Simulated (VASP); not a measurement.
Input of a VASP 6.6.1 run:

Contents of INCAR:

```
SYSTEM = InP
PREC = Accurate
ENCUT = 500
EDIFF = 1E-7
ISMEAR = 0
SIGMA = 0.01
LREAL = .FALSE.
LASPH = .TRUE.
NELM = 120
ALGO = Normal
ISIF = 3
LWAVE = .FALSE.
LCHARG = .FALSE.
IBRION = 2
NSW = 80
EDIFFG = -0.02
PSTRESS = 50.0
GGA_COMPAT = .FALSE.
NELMIN = 4
```

Contents of KPOINTS:

```
regular mesh
0
G
  6 6 6
  0 0 0
```

The input POSCAR:

```
InP
1.0
    0.0000000000      2.9305000000      2.9305000000
    2.9305000000      0.0000000000      2.9305000000
    2.9305000000      2.9305000000      0.0000000000
In P
1 1
Direct
    0.0000000000      0.0000000000      0.0000000000
    0.2500000000      0.2500000000      0.2500000000
```

Potentials or basis: VASP PAW LDA potentials, release 64 (In_d, P).

Launch:

```console
$ cat potpaw_LDA.64/In_d/POTCAR potpaw_LDA.64/P/POTCAR > POTCAR
$ mpirun -np 1 vasp_std > vasp.out
```

Problem. Estimate the relaxed cell.

Solution. a = 4.039 Å, b = 4.039 Å, c = 4.039 Å, α = 60.00°, β = 60.00°, γ = 60.00°.

Problem. Predict the band gap on the k mesh.

Solution. 0.92 eV, direct.

Problem. What does it give for the relaxed volume?

Solution. 23.30 Å³/atom.

Problem. Predict the space group after relaxing (to 0.05 Å).

Solution. F-43m (No. 216).

Step by step:
```tsv
step	energy change (eV)	largest force (eV/Å)	pressure (GPa)	volume (Å³)
1	0.0000	0.0000	-1.20	50.33
2	0.1958	0.0000	12.15	43.57
3	0.0387	0.0000	4.91	46.59
```

Caveat: the cell is relaxed towards a set pressure, so the enthalpy falls and the energy may rise; spin-orbit coupling is left out, which moves the levels of the heavy elements. Zero-point motion and thermal expansion aren't in these numbers.
